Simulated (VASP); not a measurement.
**CdSe (Cadmoselite): relaxation of cell and atoms with LDA**

CdSe (Cadmoselite):

```
Cd Se
1.0
     4.30000    0.00000    0.00000
    -2.15000    3.72391    0.00000
     0.00000    0.00000    7.02000
Cd Se
2 2
Direct
  0.33333 0.66667 0.00000
  0.66667 0.33333 0.50000
  0.33333 0.66667 0.38500
  0.66667 0.33333 0.88500
```

```
Program                : VASP 6.6.1
Task                   : relaxation of cell and atoms
Functional             : LDA
Potentials or basis    : VASP PAW LDA potentials, release 64 (Cd, Se)
Cutoff                 : 600 eV
k mesh                 : 6 × 6 × 4
Occupations            : gaussian, width 0.01 eV
Spin                   : no spin polarisation
Dipole correction      : no
Further INCAR settings : ALGO = Normal; EDIFF = 1e-06; IBRION = 2; EDIFFG = -0.01; NSW = 80; ISIF = 3
```

```json
{
 "Relaxed volume": "27.32 Å³/atom",
 "Relaxed cell": "a = 4.258 Å, b = 4.258 Å, c = 6.958 Å, α = 90.00°, β = 90.00°, γ = 120.00°",
 "Space group after relaxing (to 0.05 Å)": "P6_3mc (No. 186)",
 "Energy gained by relaxing": "8.4 meV/atom",
 "Ionic steps": "9",
 "Pressure after relaxing": "0.0 GPa",
 "Largest force after relaxing": "0.006 eV/Å",
 "Band gap on the k mesh": "0.48 eV, direct"
}
```

Forces in eV/Å, atoms in the order of the input:
```
Cd   0.000  0.000  0.006
Cd   0.000  0.000  0.006
Se   0.000  0.000 -0.006
Se   0.000  0.000 -0.006
```

The path:
| step | energy change (eV) | largest force (eV/Å) | pressure (GPa) | volume (Å³) |
| --- | --- | --- | --- | --- |
| 1 | 0.0000 | 0.2665 | -1.40 | 112.41 |
| 2 | -0.0285 | 0.0850 | 0.46 | 108.44 |
| 3 | -0.0288 | 0.1070 | 0.26 | 108.81 |
| 4 | -0.0307 | 0.0368 | -0.02 | 109.28 |
| 5 | -0.0308 | 0.0275 | -0.03 | 109.34 |
| 6 | -0.0319 | 0.0266 | -0.05 | 109.42 |
| 7 | -0.0333 | 0.0222 | -0.17 | 109.63 |
| 8 | -0.0333 | 0.0101 | 0.18 | 108.95 |
| 9 | -0.0335 | 0.0057 | 0.01 | 109.27 |

Final structure:
```yaml
crystal:
  lattice:
    - [4.25827, 0.00000, 0.00000]
    - [-2.12913, 3.68777, 0.00000]
    - [0.00000, 0.00000, 6.95849]
  atoms:
    - { symbol: Cd, position: [0.33333, 0.66667, 0.00477] }
    - { symbol: Cd, position: [0.66667, 0.33333, 0.50477] }
    - { symbol: Se, position: [0.33333, 0.66667, 0.38023] }
    - { symbol: Se, position: [0.66667, 0.33333, 0.88023] }
```

Levels at points of the mesh, in eV from the valence-band top:
```
           k point  band 15  band 16  band 17  band 18  band 19  band 20  band 21  band 22
(0.00, 0.00, 0.00)    -0.82    -0.06     0.00     0.00     0.48     2.04     5.72     5.72
(0.50, 0.00, 0.00)    -2.86    -1.99    -1.46    -0.82     3.09     3.15     4.58     6.07
(0.00, 0.00, 0.50)    -0.43    -0.43    -0.43    -0.43     2.23     2.23     5.72     5.72
(0.50, 0.00, 0.50)    -1.47    -1.47    -1.45    -1.45     2.74     2.74     4.71     4.71
```

Run time: 4 min on 1 thread of Intel(R) Xeon(R) Platinum 8559C (Emerald Rapids) (shared host), peak memory 0.24 GiB.

LDA gaps usually lie below the measured ones, often by a third to a half. LDA usually gives volumes a few per cent too small.
